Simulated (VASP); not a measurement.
# MoW2 (Immm) in VASP: single point with PBE

Aim: the single point of MoW2 with PBE.

All numbers are computed with VASP 6.6.1; they aren't measurements. Logs are shortened: lines on timing, memory, paths and dates and some standing lists are left out, and cuts for length are marked.

## Step 1: The cell of the first run

It takes space group Immm (No. 71, orthorhombic). Conventional cell: a = 2.672 Å, b = 4.594 Å, c = 8.007 Å, α = 90.00°, β = 90.00°, γ = 90.00°. Within 3.5 Å of Mo (site symmetry mmm) lie 10 W at 2.66 to 2.98 Å and 2 Mo at 2.67 Å. Within 3.5 Å of W (site symmetry mm2) lie 5 Mo at 2.66 to 2.98 Å and 7 W at 2.67 to 2.96 Å.

## Step 2: Single point, PBE

Input file INCAR:

```
SYSTEM = MoW2
ALGO     = Fast           ! electronic algorithm
EDIFF    = 1E-6           ! SCF threshold, eV
ENCUT    = 520            ! plane-wave cutoff, eV
GGA      = PE             ! functional
ISIF     = 2              ! what is computed and relaxed
ISMEAR   = 0              ! smearing method
LASPH    = .TRUE.         ! aspherical terms in the spheres
LCHARG   = .FALSE.        ! write CHGCAR
LREAL    = .FALSE.        ! projectors in reciprocal space
LWAVE    = .FALSE.        ! write WAVECAR
NBANDS   = 51             ! bands
NELM     = 80             ! most SCF steps
PREC     = Accurate       ! precision mode
SIGMA    = 0.2            ! smearing width, eV
```

Input file KPOINTS:

```
k-points
0
G
  6 6 6
  0 0 0
```

Input file POSCAR:

```
MoW2
1.0
    1.3361881742     -2.2970235166      4.0034576492
    1.3361881742     -2.2970235166     -4.0034576492
    2.6723763484      4.5940470333      0.0000000000
Mo W
2 4
Direct
    0.0000000000      1.0000000000      1.0000000000
    0.5000000000      0.5000000000      0.5000000000
    0.6679571871      0.3320428129      1.0000000000
    0.1679571871      0.8320428129      0.5000000000
    0.3320428129      0.6679571871      1.0000000000
    0.8320428129      0.1679571871      0.5000000000
```

Potentials or basis: VASP PAW PBE potentials, release 64 (Mo_sv, W_sv).

On the command line:

```bash
$ cat potpaw_PBE.64/Mo_sv/POTCAR potpaw_PBE.64/W_sv/POTCAR > POTCAR
$ mpirun -np 1 vasp_std > vasp.out
```

OUTCAR:

```text
SYSTEM = MoW2
   EDIFF = 1E-6
   ENCUT = 520
   GGA = PE
   ISIF = 2
   ISMEAR = 0
   LASPH = .TRUE.
   LREAL = .FALSE.
   NELM = 80
   PREC = Accurate

 ion  position               nearest neighbor table
   1  0.000  0.000  0.000-   3 2.66   5 2.66   2 2.67   2 2.67   3 2.98   3 2.98   5 2.98   5 2.98
                             6 2.98   4 2.98   6 2.98   4 2.98
   2  0.500  0.500  0.500-   4 2.66   6 2.66   1 2.67   1 2.67   4 2.98   4 2.98   6 2.98   6 2.98
                             5 2.98   5 2.98   3 2.98   3 2.98
   3  0.668  0.332  0.000-   1 2.66   4 2.67   4 2.67   5 2.69   5 2.96   5 2.96   6 2.96   6 2.96
                             1 2.98   1 2.98   2 2.98   2 2.98
   4  0.168  0.832  0.500-   2 2.66   3 2.67   3 2.67   6 2.69   6 2.96   6 2.96   5 2.96   5 2.96
                             2 2.98   2 2.98   1 2.98   1 2.98
   5  0.332  0.668  0.000-   1 2.66   6 2.67   6 2.67   3 2.69   3 2.96   3 2.96   4 2.96   4 2.96
                             1 2.98   1 2.98   2 2.98   2 2.98
   6  0.832  0.168  0.500-   2 2.66   5 2.67   5 2.67   4 2.69   4 2.96   4 2.96   3 2.96   3 2.96
                             2 2.98   2 2.98   1 2.98   1 2.98

  LATTYP: Found a base centered monoclinic cell.
 ALAT       =     5.3147778402
 B/A-ratio  =     1.5065380979
 C/A-ratio  =     1.0000000000
 COS(beta)  =    -0.4943441880

  Lattice vectors:

 A1 = (   1.3361881742,  -2.2970235166,   4.0034576492)
 A2 = (   1.3361881742,  -2.2970235166,  -4.0034576492)
 A3 = (   2.6723763484,   4.5940470333,   0.0000000000)

Analysis of symmetry for initial positions (statically):
=====================================================================
 Subroutine PRICEL returns following result:

  LATTYP: Found a body centered orthorhombic cell.
 ALAT       =     2.6723763484
 B/A-ratio  =     1.7190868479
 C/A-ratio  =     2.9961780283

  Lattice vectors:

 A1 = (  -1.3361881742,   2.2970235166,   4.0034576492)
 A2 = (   1.3361881742,  -2.2970235166,   4.0034576492)
 A3 = (   1.3361881742,   2.2970235166,  -4.0034576492)

   2 primitive cells build up your supercell.

 Routine SETGRP: Setting up the symmetry group for a
 base centered monoclinic supercell.

 Subroutine GETGRP returns: Found  4 space group operations
 (whereof  4 operations were pure point group operations)
 out of a pool of  4 trial point group operations.

The static configuration has the point symmetry C_2h.

Analysis of symmetry for dynamics (positions and initial velocities):
[... 127 lines left out ...]
   EDIFFG = 0.1E-04   stopping-criterion for IOM
   NSW    =      0    number of steps for IOM
   IBRION =     -1    ionic relax: 0-MD 1-quasi-New 2-CG
   NFREE  =      0    steps in history (QN), initial steepest desc. (CG)
   ISIF   =      2    stress and relaxation
   ISYM   =      2    0-nonsym 1-usesym 2-fastsym
   POTIM  = 0.5000    time-step for ionic-motion
   TEBEG  =    0.0;   TEEND  =   0.0 temperature during run
   PSTRESS=    0.0 pullay stress
   NELECT =      84.0000    total number of electrons
   NUPDOWN=      -1.0000    fix difference up-down
   EMIN   =  10.00;   EMAX   =-10.00  energy-range for DOS
   EFERMI =   0.00;   METHOD = LEGACY
   ISMEAR =     0;   SIGMA  =   0.20  broadening in eV -4-tet -1-fermi 0-gaus
   EFERMI_NEDOS =   21; number of points for ismear=-14 and -15
   IALGO  =     68    algorithm
   IMIX   =      4    mixing-type and parameters
     AMIX     =   0.40;   BMIX     =  1.00
     AMIX_MAG =   1.60;   BMIX_MAG =  1.00
  volume/ion in A,a.u.               =      16.38       110.56
  Fermi-wavevector in a.u.,A,eV,Ry     =   1.553514  2.935716 32.836377  2.413406
  Thomas-Fermi vector in A             =   2.657734
   LORBIT       =      0    0 simple, 1 ext, 2 COOP (PROOUT), +10 PAW based schemes
   GGA     = PE    functional components
   LHFCALC =     F    Hartree Fock is set to
   AEXX    =    0.0000 exact exchange contribution
   IVDW    =     0    specifies the selected vdW correction
   LEPSILON=     F    determine dielectric tensor
   LRPA    =     F    only Hartree local field effects (RPA)
 non-spin polarized calculation
 RMM-DIIS sequential band-by-band and
 Gauss-broadening in eV      SIGMA  =   0.20
  energy-cutoff  :      520.00
  volume of cell :       98.30
 maximum number of plane-waves:      2668
   NGX = 17   NGY = 17   NGZ = 19

 number of electron      84.0000013 magnetization

 Free energy of the ion-electron system (eV)
  ---------------------------------------------------
  ext. energy  EPLUGINS =         0.00000000
  ---------------------------------------------------
  free energy    TOTEN  =       -71.51846431 eV

  energy without entropy =      -71.41309148  energy(sigma->0) =      -71.46577789

 E-fermi :  11.2217     XC(G=0): -13.3309

 val. band max:       11.1885386123   @ k =  -0.3333  -0.3333   0.1667
 cond. band min:      11.2225655815   @ k =  -0.3333   0.1667   0.5000
 fundamental gap:      0.0340269692
 Fermi energy:        11.2216687189

 k-point     1 :       0.0000    0.0000    0.0000
  band No.  band energies     occupation
      1     -62.8654      2.00000
      2     -62.7856      2.00000
      3     -62.7641      2.00000
      4     -62.7279      2.00000
      5     -49.8617      2.00000
      6     -49.7207      2.00000
[... 1285 lines left out ...]
     50      14.2399      0.00000
     51      14.5266      0.00000

 [... further k-points ...]

------------------------ aborting loop because EDIFF is reached ----------------------------------------

  FORCE on cell =-STRESS in cart. coord.  units (eV):
  Direction    XX          YY          ZZ          XY          YZ          ZX
  --------------------------------------------------------------------------------------
  -------------------------------------------------------------------------------------
  Total        0.4095017      0.2062778      0.4474242      0.0006215      0.0000000      0.0000000
  in kB        6.6743342      3.3620552      7.2924208      0.0101299      0.0000000      0.0000000
  external PRESSURE =       5.7762701 kB  Pullay stress =       0.0000000 kB

 VOLUME and BASIS-vectors are now :
 -----------------------------------------------------------------------------
  energy-cutoff  :      520.00
  volume of cell :       98.30
      direct lattice vectors                 reciprocal lattice vectors
     1.336188174 -2.297023517  4.003457649     0.187099396 -0.108836500  0.124892042
     1.336188174 -2.297023517 -4.003457649     0.187099396 -0.108836500 -0.124892042
     2.672376348  4.594047033  0.000000000     0.187099396  0.108836500  0.000000000

 POSITION                                       TOTAL-FORCE (eV/Angst)
 -----------------------------------------------------------------------------------
      0.00000      0.00000      0.00000        -0.000000     -0.000000     -0.000000
      2.67238      0.00000      0.00000        -0.000000     -0.000000     -0.000000
      1.33619     -2.29702      1.34482        -0.000000      0.000000     -0.022063
      2.67238      0.00000     -2.65864        -0.000000     -0.000000     -0.022063
      1.33619     -2.29702     -1.34482         0.000000      0.000000      0.022063
      2.67238      0.00000      2.65864         0.000000      0.000000      0.022063
 -----------------------------------------------------------------------------------
    total drift:                                0.000000      0.000000      0.000000

  FREE ENERGIE OF THE ION-ELECTRON SYSTEM (eV)
  ---------------------------------------------------
  free  energy   TOTEN  =       -71.5184643084 eV

  energy  without entropy=      -71.4130914787  energy(sigma->0) =      -71.46577789
```

OSZICAR:

```text
N       E                     dE             d eps       ncg     rms          rms(c)
DAV:   1     0.116288134758E+04    0.11629E+04   -0.48564E+04  6944   0.188E+03
DAV:   2     0.829908355063E+00   -0.11621E+04   -0.11360E+04  7204   0.613E+02
DAV:   3    -0.727510669932E+02   -0.73581E+02   -0.70078E+02  8483   0.146E+02
DAV:   4    -0.751950537456E+02   -0.24440E+01   -0.23827E+01  8256   0.234E+01
DAV:   5    -0.752576536493E+02   -0.62600E-01   -0.62263E-01  8490   0.351E+00    0.431E+01
RMM:   6    -0.721713408540E+02    0.30863E+01   -0.50844E+00  7172   0.121E+01    0.166E+01
RMM:   7    -0.715348130819E+02    0.63653E+00   -0.35388E+00  7507   0.886E+00    0.194E+00
RMM:   8    -0.715259970566E+02    0.88160E-02   -0.45459E-01  9124   0.253E+00    0.151E+00
RMM:   9    -0.715169505854E+02    0.90465E-02   -0.89863E-02  8764   0.134E+00    0.334E-01
RMM:  10    -0.715182709766E+02   -0.13204E-02   -0.21786E-02  9950   0.533E-01    0.781E-02
RMM:  11    -0.715184114425E+02   -0.14047E-03   -0.24207E-03  9719   0.201E-01    0.545E-02
RMM:  12    -0.715184599836E+02   -0.48541E-04   -0.53579E-04 10183   0.934E-02    0.263E-02
RMM:  13    -0.715184606434E+02   -0.65978E-06   -0.79524E-05  9322   0.375E-02    0.128E-02
RMM:  14    -0.715184638938E+02   -0.32504E-05   -0.29763E-05  8319   0.182E-02    0.209E-03
RMM:  15    -0.715184643084E+02   -0.41464E-06   -0.61636E-06  6481   0.776E-03
   1 F= -.71518464E+02 E0= -.71465778E+02  d E =-.105373E+00
```

It took 2.6 min on 1 thread of Intel Xeon 6975P-C (Granite Rapids), shared host; peak memory 0.39 GiB.

Results:

* Free energy: -71.5185 eV
* Pressure: 0.6 GPa
* Largest force: 0.022 eV/Å
* Band gap on the k mesh: zero (band 42 reaches 11.86 eV, above the bottom of band 43 at 10.83 eV)

Forces in eV/Å, atoms in the order of the input:
```
Mo   0.000  0.000  0.000
Mo   0.000  0.000  0.000
W    0.000  0.000 -0.022
W    0.000  0.000 -0.022
W    0.000  0.000  0.022
W    0.000  0.000  0.022
```

Levels at points of the mesh, in eV from the Fermi level:
```
           k point  band 40  band 41  band 42  band 43  band 44  band 45
(0.00, 0.00, 0.00)    -1.52    -0.33     0.11     0.16     0.16     0.62
(0.50, 0.00, 0.00)    -0.98    -0.62    -0.62    -0.14    -0.14     0.45
(0.50, 0.50, 0.00)    -1.52     0.16     0.62     0.65     0.85     1.08
(0.00, 0.00, 0.50)    -1.00    -0.95    -0.95     0.79     0.79     1.04
(0.50, 0.00, 0.50)    -1.91     0.11     0.64     1.30     1.32     1.71
(0.50, 0.50, 0.50)    -1.26    -1.05    -1.05     0.34     0.34     0.45
```

Caveat: spin-orbit coupling is left out, which moves the levels of the heavy elements.
